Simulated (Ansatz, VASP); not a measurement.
Two plane-wave programs on ScCu

Contents of INCAR:

```
ALGO = Normal ; EDIFF = 1E-8
ENCUT = 520 ; GGA = CA
ISIF = 2 ; ISMEAR = -1
LASPH = True ; LCHARG = False
LEFG = True ; LREAL = False
LWAVE = False ; NBANDS = 18
NELM = 80 ; PREC = Accurate
SIGMA = 0.05
```

Contents of KPOINTS:

```
k-points
0
Gamma
  11 11 11
```

Contents of POSCAR:

```
ScCu
1.0
    3.2560000000     -0.0325600000     -0.0325600000
   -0.0325600000      3.2560000000     -0.0325600000
   -0.0325600000     -0.0325600000      3.2560000000
Sc Cu
1 1
Direct
    0.5000000000      0.5000000000      0.5000000000
    0.0000000000      0.0000000000      0.0000000000
```

Input for Ansatz:

```yaml
crystal:
  lattice:
    - [3.256, -0.03256, -0.03256]
    - [-0.03256, 3.256, -0.03256]
    - [-0.03256, -0.03256, 3.256]
  atoms:
    - { symbol: Sc, position: [0.5, 0.5, 0.5] }
    - { symbol: Cu, position: [0.0, 0.0, 0.0] }
kpoints:
  mp_grid: { grid: [11, 11, 11] }
scf:
  occupations: { method: fermi_dirac, width: 0.05 }
hamiltonian:
  xc: lda
  pseudopotentials: { kind: paw }
output:
  forces: true
  stress: true
  eigenvalues: true
  efg: { contact_densities: true }
  write_density: true
  write_potential: true
  elf: true
  volumetric_format: npy
```

Change from the starting cell: equal xy, yz and zx shear strains of -2 %, PAW files.

Alike in both runs: task electric field gradients; functional LDA; k mesh 11 × 11 × 11; occupations fermi-dirac, width 0.05 eV; no spin polarisation.

|  | VASP | Ansatz |
| --- | --- | --- |
| version | VASP 6.6.1 | Ansatz 0.2.0 |
| potentials or method | VASP PAW LDA potentials, release 64 (Sc_sv, Cu) | PAW with Ansatz's default frozen-core files, scalar-relativistic |
| plane-wave cutoff (eV) | 520 | 420 |
| valence electrons in the cell | 22 | 30 |

```csv
,VASP,Ansatz,Ansatz less VASP
pressure (GPa),-7.1,-7.5,-0.47
"traceless stress, the component that is largest in VASP (GPa)",0.85,0.85,-0.005
size of Vzz on the site where it differs most (V/Å²),6.9,8.9,+1.95
```

LDA's correlation is that of Perdew and Zunger in VASP and of Perdew and Wang (1992) in Ansatz. VASP's potentials hold 22 valence electrons a cell and Ansatz's 30, so a difference there can come from the potentials and not from the codes.
